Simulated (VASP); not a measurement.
# Hg (C2/m) in VASP: a series of runs, part 2 of 2

VASP 6.6.1.

### Step 5. Single point, PBE

File INCAR:

```
ALGO = Normal
EDIFF = 1E-7
ENCUT = 520
GGA = PE
ISIF = 2
ISMEAR = 0
LASPH = T
LCHARG = F
LREAL = F
LWAVE = F
NBANDS = 12
NELM = 60
PREC = Accurate
SIGMA = 0.1
```

File KPOINTS:

```
k-points
0
Gamma
  6 6 6
```

File POSCAR:

```
Hg
1.0
    2.2339762741     -2.0458582601      0.0000000000
    2.2339762741      2.0458582601      0.0000000000
   -0.3487351701      0.0000000000      3.0398006871
Hg
1
Direct
    0.5000000000      0.5000000000      0.5000000000
```

Potentials or basis: VASP PAW PBE potentials, release 64 (Hg).

The run is started by

```bash
$ cat potpaw_PBE.64/Hg/POTCAR > POTCAR
$ mpirun -np 1 vasp_std > vasp.out
```

OUTCAR:

```text
EDIFF = 1E-7
   ENCUT = 520
   GGA = PE
   ISIF = 2
   ISMEAR = 0
   LASPH = T
   LREAL = F
   NELM = 60
   PREC = Accurate

 ion  position               nearest neighbor table
   1  0.500  0.500  0.500-

  LATTYP: Found a base centered monoclinic cell.
 ALAT       =     4.4679525482
 B/A-ratio  =     0.9157922955
 C/A-ratio  =     0.6848191074
 COS(beta)  =    -0.1139754530

  Lattice vectors:

 A1 = (   2.2339762741,  -2.0458582601,   0.0000000000)
 A2 = (   2.2339762741,   2.0458582601,   0.0000000000)
 A3 = (  -0.3487351701,   0.0000000000,   3.0398006871)

Analysis of symmetry for initial positions (statically):
=====================================================================
 Subroutine PRICEL returns:
 Original cell was already a primitive cell.

 Routine SETGRP: Setting up the symmetry group for a
 base centered monoclinic supercell.

 Subroutine GETGRP returns: Found  4 space group operations
 (whereof  4 operations were pure point group operations)
 out of a pool of  4 trial point group operations.

The static configuration has the point symmetry C_2h.

Analysis of symmetry for dynamics (positions and initial velocities):
=====================================================================
 Subroutine PRICEL returns:
 Original cell was already a primitive cell.

 Routine SETGRP: Setting up the symmetry group for a
 base centered monoclinic supercell.

 Subroutine GETGRP returns: Found  4 space group operations
 (whereof  4 operations were pure point group operations)
 out of a pool of  4 trial point group operations.

The dynamic configuration has the point symmetry C_2h.

 Subroutine INISYM returns: Found  4 space group operations
 (whereof  4 operations are pure point group operations),
 and found     1 'primitive' translations

----------------------------------------------------------------------------------------

                                     Primitive cell

  volume of cell :      27.7862

  direct lattice vectors                    reciprocal lattice vectors
     2.233976274 -2.045858260  0.000000000     0.223816164 -0.244396208  0.025676870
     2.233976274  2.045858260  0.000000000     0.223816164  0.244396208  0.025676870
    -0.348735170  0.000000000  3.039800687     0.000000000  0.000000000  0.328968937

  length of vectors
     3.029222015  3.029222015  3.059739276     0.332389054  0.332389054  0.328968937

  position of ions in fractional coordinates (direct lattice)
     0.500000000  0.500000000  0.500000000

  ion indices of the primitive-cell ions
   primitive index   ion index
                 1           1

----------------------------------------------------------------------------------------

 KPOINTS: k-points

Automatic generation of k-mesh.
 Grid dimensions read from file:
 generate k-points for:    6    6    6

 Generating k-lattice:

  Cartesian coordinates                     Fractional coordinates (reciprocal lattice)
     0.037302694 -0.040732701  0.004279478     0.166666667  0.000000000  0.000000000
     0.037302694  0.040732701  0.004279478     0.000000000  0.166666667  0.000000000
     0.000000000  0.000000000  0.054828156     0.000000000  0.000000000  0.166666667

  Length of vectors
     0.055398176  0.055398176  0.054828156

  Shift w.r.t. Gamma in fractional coordinates (k-lattice)
     0.000000000  0.000000000  0.000000000

 Subroutine IBZKPT returns following result:
 ===========================================

 Found     68 irreducible k-points:

 Following reciprocal coordinates:
            Coordinates               Weight
  0.000000  0.000000  0.000000      1.000000
  0.166667  0.000000  0.000000      4.000000
  0.333333  0.000000  0.000000      4.000000
  0.500000  0.000000  0.000000      2.000000
  0.166667  0.166667  0.000000      2.000000
  0.333333  0.166667  0.000000      4.000000
[... 16 lines left out ...]
 -0.333333  0.166667  0.166667      4.000000
 -0.166667  0.166667  0.166667      4.000000
 [... further k-points ...]
   k-points           NKPTS =     68   k-points in BZ     NKDIM =     68   number of bands    NBANDS=     12
   number of dos      NEDOS =    301   number of ions     NIONS =      1
   total plane-waves  NPLWV =  13824
   dimension x,y,z NGX =    24 NGY =   24 NGZ =   24
   dimension x,y,z NGXF=    48 NGYF=   48 NGZF=   48
   ions per type =               1
   NGX,Y,Z   is equivalent  to a cutoff of  13.17, 13.17, 13.04 a.u.
   NGXF,Y,Z  is equivalent  to a cutoff of  26.34, 26.34, 26.08 a.u.
 SYSTEM =  unknown system
   PREC   = accura    normal or accurate (medium, high low for compatibility)
   ISTART =      0    job   : 0-new  1-cont  2-samecut
   ICHARG =      2    charge: 1-file 2-atom 10-const
   ISPIN  =      1    spin polarized calculation?
   LNONCOLLINEAR =      F non collinear calculations
   LSORBIT =      F    spin-orbit coupling
   LASPH  =      T    aspherical Exc in radial PAW
   ENCUT  =  520.0 eV  38.22 Ry    6.18 a.u.   5.63  5.63  5.69*2*pi/ulx,y,z
   NELM   =     60;   NELMIN=  2; NELMDL= -5     # of ELM steps
   EDIFF  = 0.1E-06   stopping-criterion for ELM
   LREAL  =      F    real-space projection
   EDIFFG = 0.1E-05   stopping-criterion for IOM
   NSW    =      0    number of steps for IOM
   IBRION =     -1    ionic relax: 0-MD 1-quasi-New 2-CG
   NFREE  =      0    steps in history (QN), initial steepest desc. (CG)
   ISIF   =      2    stress and relaxation
   ISYM   =      2    0-nonsym 1-usesym 2-fastsym
   POTIM  = 0.5000    time-step for ionic-motion
   TEBEG  =    0.0;   TEEND  =   0.0 temperature during run
   PSTRESS=    0.0 pullay stress
   NELECT =      12.0000    total number of electrons
   NUPDOWN=      -1.0000    fix difference up-down
   EMIN   =  10.00;   EMAX   =-10.00  energy-range for DOS
   EFERMI =   0.00;   METHOD = LEGACY
   ISMEAR =     0;   SIGMA  =   0.10  broadening in eV -4-tet -1-fermi 0-gaus
   EFERMI_NEDOS =   21; number of points for ismear=-14 and -15
   IALGO  =     38    algorithm
   IMIX   =      4    mixing-type and parameters
     AMIX     =   0.40;   BMIX     =  1.00
     AMIX_MAG =   1.60;   BMIX_MAG =  1.00
  volume/ion in A,a.u.               =      27.79       187.51
  Fermi-wavevector in a.u.,A,eV,Ry     =   1.237444  2.338430 20.834157  1.531267
  Thomas-Fermi vector in A             =   2.372011
   LORBIT       =      0    0 simple, 1 ext, 2 COOP (PROOUT), +10 PAW based schemes
   GGA     = PE    functional components
   LHFCALC =     F    Hartree Fock is set to
   AEXX    =    0.0000 exact exchange contribution
   IVDW    =     0    specifies the selected vdW correction
   LEPSILON=     F    determine dielectric tensor
   LRPA    =     F    only Hartree local field effects (RPA)
 non-spin polarized calculation
 Gauss-broadening in eV      SIGMA  =   0.10
  energy-cutoff  :      520.00
  volume of cell :       27.79
 maximum number of plane-waves:       769
 NGX is ok and might be reduce to    24
   NGX = 11   NGY = 11   NGZ = 11

 number of electron      12.0000004 magnetization

 Free energy of the ion-electron system (eV)
  ---------------------------------------------------
  ext. energy  EPLUGINS =         0.00000000
  ---------------------------------------------------
  free energy    TOTEN  =        -0.17634209 eV

  energy without entropy =       -0.17357654  energy(sigma->0) =       -0.17495932

 E-fermi :   1.5383     XC(G=0):  -9.9064

 val. band max:        1.4989844698   @ k =  -0.1667   0.5000   0.1667
 cond. band min:       1.5487728591   @ k =  -0.1667   0.1667   0.5000
 fundamental gap:      0.0497883893
 Fermi energy:         1.5383207384

 k-point     1 :       0.0000    0.0000    0.0000
  band No.  band energies     occupation
      1      -6.4511      2.00000
      2      -6.1579      2.00000
      3      -6.1152      2.00000
      4      -4.2649      2.00000
      5      -4.2519      2.00000
      6      -4.2143      2.00000
      7      11.4492      0.00000
      8      11.7730      0.00000
      9      11.8627      0.00000
     10      15.0554      0.00000
     11      16.7695      0.00000
     12      16.9776      0.00000
[... 331 lines left out ...]
 k-point    24 :      -0.1667    0.1667    0.1667
  band No.  band energies     occupation
      1      -5.7088      2.00000
      2      -5.6276      2.00000
      3      -5.1408      2.00000
      4      -4.5836      2.00000
      5      -4.5033      2.00000
      6      -4.2047      2.00000
      7       8.3134      0.00000
      8       9.1649      0.00000
      9       9.4989      0.00000
     10      17.9903      0.00000
     11      20.0755      0.00000
     12      21.2643      0.00000

 [... further k-points ...]
[... 5 lines left out ...]
  --------------------------------------------------------------------------------------
  -------------------------------------------------------------------------------------
  Total        0.2519697      0.0879884     -0.0090355      0.0000000      0.0000000     -0.0748866
  in kB       14.5287971      5.0734872     -0.5209929      0.0000000      0.0000000     -4.3180312
  external PRESSURE =       6.3604305 kB  Pullay stress =       0.0000000 kB

 VOLUME and BASIS-vectors are now :
 -----------------------------------------------------------------------------
  energy-cutoff  :      520.00
  volume of cell :       27.79
      direct lattice vectors                 reciprocal lattice vectors
     2.233976274 -2.045858260  0.000000000     0.223816164 -0.244396208  0.025676870
     2.233976274  2.045858260  0.000000000     0.223816164  0.244396208  0.025676870
    -0.348735170  0.000000000  3.039800687     0.000000000  0.000000000  0.328968937

 POSITION                                       TOTAL-FORCE (eV/Angst)
 -----------------------------------------------------------------------------------
      2.05961      0.00000      1.51990         0.000000      0.000000      0.000000
 -----------------------------------------------------------------------------------
    total drift:                               -0.000000     -0.000000     -0.000000

  FREE ENERGIE OF THE ION-ELECTRON SYSTEM (eV)
  ---------------------------------------------------
  free  energy   TOTEN  =        -0.1763420924 eV

  energy  without entropy=       -0.1735765428  energy(sigma->0) =       -0.17495932
```

OSZICAR:

```text
N       E                     dE             d eps       ncg     rms          rms(c)
DAV:   1     0.762214394041E+02    0.76221E+02   -0.63116E+03  1640   0.937E+02
DAV:   2     0.121683890090E+01   -0.75005E+02   -0.70636E+02  1816   0.230E+02
DAV:   3    -0.208319497395E+00   -0.14252E+01   -0.14236E+01  1932   0.350E+01
DAV:   4    -0.210049842061E+00   -0.17303E-02   -0.17303E-02  1784   0.126E+00
DAV:   5    -0.210052996499E+00   -0.31544E-05   -0.31547E-05  1936   0.513E-02    0.296E+00
DAV:   6    -0.178702579246E+00    0.31350E-01   -0.77148E-02  1912   0.309E+00    0.228E+00
DAV:   7    -0.176256119001E+00    0.24465E-02   -0.11809E-02  1920   0.104E+00    0.104E+00
DAV:   8    -0.176299316507E+00   -0.43198E-04   -0.12117E-03  1724   0.427E-01    0.452E-02
DAV:   9    -0.176331918023E+00   -0.32602E-04   -0.15847E-05  1848   0.350E-02    0.167E-02
DAV:  10    -0.176342139726E+00   -0.10222E-04   -0.10815E-05  1692   0.321E-02    0.126E-03
DAV:  11    -0.176342092384E+00    0.47341E-07   -0.13232E-07  1904   0.279E-03
   1 F= -.17634209E+00 E0= -.17495932E+00  d E =-.276555E-02
```

Run time: 17 s. Hardware: 1 thread of Intel Xeon 8259CL, shared host; peak memory 0.15 GiB.

What came out:

* Free energy: -0.1763 eV
* Pressure: 0.6 GPa
* Band gap on the k mesh: zero (band 6 reaches 4.99 eV, above the bottom of band 7 at 0.11 eV)

Levels at points of the mesh, in eV from the Fermi level:
```csv
k point,band 3,band 4,band 5,band 6,band 7,band 8,band 9,band 10
"(0.00, 0.00, 0.00)",-7.65,-5.80,-5.79,-5.75,9.91,10.23,10.32,13.52
"(0.50, 0.00, 0.00)",-6.38,-6.29,-5.74,-2.60,-1.40,12.84,13.11,15.41
"(0.50, 0.50, 0.00)",-6.28,-6.25,-5.18,0.71,1.17,2.42,7.63,15.10
"(0.00, 0.00, 0.50)",-6.34,-6.26,-5.73,-2.76,-1.43,13.08,13.09,15.52
"(0.50, 0.00, 0.50)",-6.25,-6.21,-5.22,0.58,1.13,2.31,7.53,15.30
"(0.50, 0.50, 0.50)",-7.13,-5.20,-5.16,3.45,4.12,5.59,5.59,9.14
```

Caveat: spin-orbit coupling is left out, which moves the levels of the heavy elements.

### Step 6. The runs side by side

```tsv
level	k mesh	cutoff (eV)	smearing	gap on the mesh (eV)	pressure (GPa)
PBE+D3(BJ)	4 × 3 × 5, shifted	500	methfessel-paxton 0.01 eV	none	-1.9
revPBE	2 × 4 × 3	520	fermi-dirac 0.0097 eV	none	8.6
PBE	5 × 5 × 5	520	gaussian 0.1 eV	none	1.2
PBE	6 × 6 × 6	520	gaussian 0.1 eV	none	0.6
```

Alike in all rows: task single point; potentials or basis VASP PAW PBE potentials, release 64 (Hg); no spin polarisation; cell as given.

Caveats: some runs use coarse meshes; spin-orbit coupling is left out, which moves the levels of the heavy elements; pairwise dispersion overbinds metals, which lowers pressure and volume (some runs); the PAW data sets were made with another functional, which shifts forces and pressure a little (some runs).

Absolute energies hang on the potentials; compare differences alone.
